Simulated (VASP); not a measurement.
Crystal: BP.

```
B P
1.0
     0.00000    2.26832    2.35905
     2.26832    0.00000    2.35905
     2.26832    2.26832    0.00000
B P
1 1
Direct
  0.00000 0.00000 0.00000
  0.25000 0.25000 0.25000
```

This cell differs from its parent crystal: uniaxial z strain +4.0%.

Base run:

```yaml
Program: VASP 6.6.1
Functional: PBE
Potentials_or_basis: VASP PAW PBE potentials, release 64 (B, P)
Cutoff: 520 eV
k_mesh: 6 × 6 × 6
Occupations: gaussian, width 0.01 eV
Spin: no spin polarisation
```

Its results: band gap on the k mesh 1.13 eV, indirect (least direct gap 3.15 eV); pressure -4.9 GPa.

Question: The run is repeated on the same cell with these changes: k mesh from 6 × 6 × 6 to 10 × 10 × 10; occupations from gaussian, width 0.01 eV to fermi-dirac, width 0.02 eV. What comes out?

Answer: Band gap on the k mesh 1.00 eV, indirect (least direct gap 3.15 eV); pressure -5.0 GPa.

A k mesh can miss the band edges.
